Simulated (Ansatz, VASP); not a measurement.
**Te: VASP beside Ansatz**

INCAR

```
SYSTEM = Te
ALGO = Normal ; EDIFF = 1E-7
ENCUT = 520 ; GGA = PE
ISIF = 2 ; ISMEAR = 0
LASPH = .TRUE. ; LCHARG = .FALSE.
LREAL = .FALSE. ; LWAVE = .FALSE.
NBANDS = 9 ; NELM = 100
PREC = Accurate ; SIGMA = 0.15
```

The input KPOINTS:

```
k-points
0
G
  15 15 15
  0 0 0
```

File POSCAR:

```
Te
1.0
    2.3972093293      1.3840294516      1.7744143455
   -2.3972093293      1.3840294516      1.7744143455
    0.0000000000     -2.7680589031      1.7744143455
Te
1
Direct
    0.5000000000      0.5000000000      0.5000000000
```

Input for Ansatz:

```yaml
crystal:
  lattice:
    - [2.3972093293, 1.3840294516, 1.7744143455]
    - [-2.3972093293, 1.3840294516, 1.7744143455]
    - [0.0, -2.7680589031, 1.7744143455]
  atoms:
    - { symbol: Te, position: [0.5, 0.5, 0.5] }
basis:
  ecutwfc: 420
kpoints:
  mp_grid: { grid: [15, 15, 15] }
hamiltonian:
  xc: pbe
scf:
  occupations: { method: gaussian, width: 0.15 }
output:
  forces: true
  stress: true
  eigenvalues: true
```

Alike in both runs: task single point; functional PBE; k mesh 15 × 15 × 15; occupations gaussian, width 0.15 eV; no spin polarisation.

|  | VASP | Ansatz |
| --- | --- | --- |
| version | VASP 6.6.1 | Ansatz 0.2.0 |
| potentials or method | VASP PAW PBE potentials, release 64 (Te), cutoff 520 eV | scalar-relativistic, plane waves, PAW |
| valence electrons in the cell | 6 | 16 |

|  | VASP | Ansatz | Ansatz less VASP |
| --- | --- | --- | --- |
| gap on the k mesh at the Fermi level (eV) | none | none | - |
| pressure (GPa) | -3.5 | -3.4 | +0.05 |
| traceless stress, the component that is largest in VASP (GPa) | 0.80 | 0.80 | -0.002 |

A gap of «none» marks a metal or a gap that the smearing closes. VASP's potentials hold 6 valence electrons a cell and Ansatz's 16, so a difference there can come from the potentials and not from the codes.

Neither program's run includes spin-orbit coupling.
